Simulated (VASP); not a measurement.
# Al3Cu (Pm-3m) in VASP: a series of runs, part 3 of 3

VASP 6.6.1. The steps go on from the part before.

## 6. Single point, r2SCAN (15.15 Å³/atom)

This run uses another cell than the first one, of 15.15 Å³/atom.

Contents of POSCAR:

```
Al3Cu
1.0
    3.9276293258      0.0000000000      0.0000000000
    0.0000000000      3.9276293258      0.0000000000
    0.0000000000      0.0000000000      3.9276293258
Al Cu
3 1
Direct
    0.0000000000      0.5000000000      0.5000000000
    0.5000000000      0.0000000000      0.5000000000
    0.5000000000      0.5000000000      0.0000000000
    0.0000000000      0.0000000000      0.0000000000
```

Contents of INCAR.step1:

```
ALGO = Normal
EDIFF = 1E-4
ENCUT = 520
GGA = PE
ISMEAR = 0
LASPH = True
LCHARG = False
LREAL = False
LWAVE = True
NBANDS = 18
NELM = 100
PREC = Accurate
SIGMA = 0.1
```

Contents of INCAR.step2:

```
ALGO = Normal
EDIFF = 1E-6
ENCUT = 520
ISIF = 2
ISMEAR = 0
ISTART = 1
LASPH = True
LCHARG = False
LMIXTAU = True
LREAL = False
LWAVE = False
METAGGA = R2SCAN
NBANDS = 18
NELM = 100
PREC = Accurate
SIGMA = 0.1
```

Contents of KPOINTS:

```
k-points
0
Gamma
  12 12 12
```

Potentials or basis: VASP PAW PBE potentials, release 64 (Al, Cu).

Launch:

```
$ cat potpaw_PBE.64/Al/POTCAR potpaw_PBE.64/Cu/POTCAR > POTCAR
$ cp INCAR.step1 INCAR
$ mpirun -np 1 vasp_std > vasp.out
$ cp INCAR.step2 INCAR
$ mpirun -np 1 vasp_std > vasp.out
```

OUTCAR:

```text
EDIFF = 1E-6
   ENCUT = 520
   ISIF = 2
   ISMEAR = 0
   ISTART = 1
   LASPH = True
   LREAL = False
   METAGGA = R2SCAN
   NELM = 100
   PREC = Accurate

 ion  position               nearest neighbor table
   1  0.000  0.500  0.500-   2 2.78   3 2.78   4 2.78   3 2.78   4 2.78   2 2.78   4 2.78   4 2.78
                             2 2.78   3 2.78   3 2.78   2 2.78
   2  0.500  0.000  0.500-   1 2.78   3 2.78   4 2.78   3 2.78   4 2.78   1 2.78   3 2.78   3 2.78
                             1 2.78   4 2.78   4 2.78   1 2.78
   3  0.500  0.500  0.000-   1 2.78   2 2.78   4 2.78   1 2.78   2 2.78   2 2.78   4 2.78   2 2.78
                             1 2.78   4 2.78   1 2.78   4 2.78
   4  0.000  0.000  0.000-   1 2.78   2 2.78   3 2.78   1 2.78   2 2.78   1 2.78   3 2.78   1 2.78
                             2 2.78   3 2.78   2 2.78   3 2.78

  LATTYP: Found a simple cubic cell.
 ALAT       =     3.9276293258

  Lattice vectors:

 A1 = (   3.9276293258,   0.0000000000,   0.0000000000)
 A2 = (   0.0000000000,   3.9276293258,   0.0000000000)
 A3 = (   0.0000000000,   0.0000000000,   3.9276293258)

Analysis of symmetry for initial positions (statically):
=====================================================================
 Subroutine PRICEL returns:
 Original cell was already a primitive cell.

 Routine SETGRP: Setting up the symmetry group for a
 simple cubic supercell.

 Subroutine GETGRP returns: Found 48 space group operations
 (whereof 48 operations were pure point group operations)
 out of a pool of 48 trial point group operations.

The static configuration has the point symmetry O_h .

Analysis of symmetry for dynamics (positions and initial velocities):
=====================================================================
 Subroutine PRICEL returns:
 Original cell was already a primitive cell.

 Routine SETGRP: Setting up the symmetry group for a
 simple cubic supercell.
[... 128 lines left out ...]
     AMIX     =   0.40;   BMIX     =  1.00
     AMIX_MAG =   1.60;   BMIX_MAG =  1.00
  volume/ion in A,a.u.               =      15.15       102.22
  Fermi-wavevector in a.u.,A,eV,Ry     =   1.131413  2.138060 17.416742  1.280094
  Thomas-Fermi vector in A             =   2.268111
   LORBIT       =      0    0 simple, 1 ext, 2 COOP (PROOUT), +10 PAW based schemes
   METAGGA = R2SCAN    functional components
   LHFCALC =     F    Hartree Fock is set to
   AEXX    =    0.0000 exact exchange contribution
   IVDW    =     0    specifies the selected vdW correction
   LEPSILON=     F    determine dielectric tensor
   LRPA    =     F    only Hartree local field effects (RPA)
 non-spin polarized calculation
 Gauss-broadening in eV      SIGMA  =   0.10
  energy-cutoff  :      520.00
  volume of cell :       60.59
 maximum number of plane-waves:      1654
 NGX is ok and might be reduce to    30
   NGX = 15   NGY = 15   NGZ = 15

 number of electron      20.0000024 magnetization

 Free energy of the ion-electron system (eV)
  ---------------------------------------------------
  ext. energy  EPLUGINS =         0.00000000
  ---------------------------------------------------
  free energy    TOTEN  =       -31.14957448 eV

  energy without entropy =      -31.14488449  energy(sigma->0) =      -31.14722948

 E-fermi :   8.1667     XC(G=0): -11.5270

 val. band max:        8.1614157516   @ k =   0.5000   0.3333   0.3333
 cond. band min:       8.1944386030   @ k =   0.0833   0.0833   0.0000
 fundamental gap:      0.0330228515
 Fermi energy:         8.1666715744

 k-point     1 :       0.0000    0.0000    0.0000
  band No.  band energies     occupation
      1      -3.5804      2.00000
      2       3.7576      2.00000
      3       3.7576      2.00000
      4       4.4952      2.00000
      5       4.4952      2.00000
      6       4.4952      2.00000
[... 481 lines left out ...]
      5       4.2184      2.00000
      6       4.3098      2.00000
[... 10 lines left out ...]
     17      15.4641      0.00000
     18      15.8333      0.00000

 [... further k-points ...]

------------------------ aborting loop because EDIFF is reached ----------------------------------------

  FORCE on cell =-STRESS in cart. coord.  units (eV):
  Direction    XX          YY          ZZ          XY          YZ          ZX
  --------------------------------------------------------------------------------------
  -------------------------------------------------------------------------------------
  Total       -1.1619282     -1.1619282     -1.1619282     -0.0000000     -0.0000000      0.0000000
  in kB      -30.7254611    -30.7254611    -30.7254611     -0.0000000     -0.0000000      0.0000000
  external PRESSURE =     -30.7254611 kB  Pullay stress =       0.0000000 kB

 VOLUME and BASIS-vectors are now :
 -----------------------------------------------------------------------------
  energy-cutoff  :      520.00
  volume of cell :       60.59
      direct lattice vectors                 reciprocal lattice vectors
     3.927629326  0.000000000  0.000000000     0.254606511  0.000000000  0.000000000
     0.000000000  3.927629326  0.000000000     0.000000000  0.254606511  0.000000000
     0.000000000  0.000000000  3.927629326     0.000000000  0.000000000  0.254606511

 POSITION                                       TOTAL-FORCE (eV/Angst)
 -----------------------------------------------------------------------------------
      0.00000      1.96381      1.96381         0.000000      0.000000      0.000000
      1.96381      0.00000      1.96381         0.000000      0.000000      0.000000
      1.96381      1.96381      0.00000         0.000000      0.000000      0.000000
      0.00000      0.00000      0.00000         0.000000      0.000000      0.000000
 -----------------------------------------------------------------------------------
    total drift:                               -0.000000     -0.000000     -0.000000

  FREE ENERGIE OF THE ION-ELECTRON SYSTEM (eV)
  ---------------------------------------------------
  free  energy   TOTEN  =       -31.1495744753 eV

  energy  without entropy=      -31.1448844924  energy(sigma->0) =      -31.14722948
```

OUTCAR.step1:

```text
EDIFF = 1E-4
   ENCUT = 520
   GGA = PE
   ISMEAR = 0
[... 737 lines left out ...]
      0.00000      1.96381      1.96381         0.000000      0.000000      0.000000
      1.96381      0.00000      1.96381         0.000000      0.000000      0.000000
      1.96381      1.96381      0.00000         0.000000      0.000000      0.000000
      0.00000      0.00000      0.00000         0.000000      0.000000      0.000000
 -----------------------------------------------------------------------------------
    total drift:                               -0.000000     -0.000000      0.000000

  FREE ENERGIE OF THE ION-ELECTRON SYSTEM (eV)
  ---------------------------------------------------
  free  energy   TOTEN  =       -15.1283376805 eV

  energy  without entropy=      -15.1232055997  energy(sigma->0) =      -15.12577164
```

Run time: 2.8 min. Hardware: 1 thread of AMD EPYC 9R45 (Zen 5), shared host; peak memory 0.19 GiB.

Results:

```
Free energy            : -31.1496 eV
Pressure               : -3.1 GPa
Band gap on the k mesh : zero (bands 10 and 11 overlap by 4.22 eV)
```

Caveat: the cell stands under tension; the PAW data sets were made with another functional, which shifts forces and pressure a little.

## 7. Summary

| cell | gap on the mesh (eV) | pressure (GPa) |
| --- | --- | --- |
| a = 3.810 Å, 4 atoms | none | 7.2 |
| a = 3.850 Å, 4 atoms | none | 3.2 |
| a = 3.889 Å, 4 atoms | none | -0.1 |
| a = 3.924 Å, 4 atoms | none | -2.8 |
| a = 3.928 Å, 4 atoms | none | -3.1 |

Alike in all rows: task single point; level r2SCAN; potentials or basis VASP PAW PBE potentials, release 64 (Al, Cu); no spin polarisation; k mesh 12 × 12 × 12; cutoff (eV) 520; smearing gaussian 0.1 eV.

Caveats: the PAW data sets were made with another functional, which shifts forces and pressure a little; the cell stands under pressure (at least some runs); the cell stands under tension (at least some runs).

Absolute energies hang on the potentials; compare differences alone.
